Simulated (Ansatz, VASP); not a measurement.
One calculation of RePd, two programs

```
Re Pd
1.0
     2.75627    0.00000    0.00000
    -1.37813    2.38700    0.00000
     0.00000    0.00000    4.51383
Re Pd
1 1
Direct
  0.00000 0.00000 0.00000
  0.66667 0.33333 0.50000
```

Alike in both runs: functional PBE; k mesh 6 × 6 × 6; occupations gaussian, width 0.1 eV; no spin polarisation.

Ansatz relaxed the structure, and its values are those at the end. VASP's run is a single point on that final structure, the one shown.

|  | VASP | Ansatz |
| --- | --- | --- |
| version | VASP 6.6.1 | Ansatz 0.2.0 |
| potentials or method | VASP PAW PBE potentials, release 64 (Re, Pd), cutoff 600 eV | scalar-relativistic, plane waves, PAW |
| valence electrons in the cell | 17 | 33 |

VASP gave:

```
gap on the k mesh at the Fermi level (eV) : none
pressure (GPa)                            : -0.5
```

Task: What did Ansatz give for the same quantities?

Result: gap on the k mesh at the Fermi level (eV): none; pressure (GPa): 0.1.

A gap of «none» marks a metal or a gap that the smearing closes. VASP's potentials hold 17 valence electrons a cell and Ansatz's 33, so a difference there can come from the potentials and not from the codes.

The k mesh is coarse, so the values compare programs but aren't converged. Neither program's run includes spin-orbit coupling.
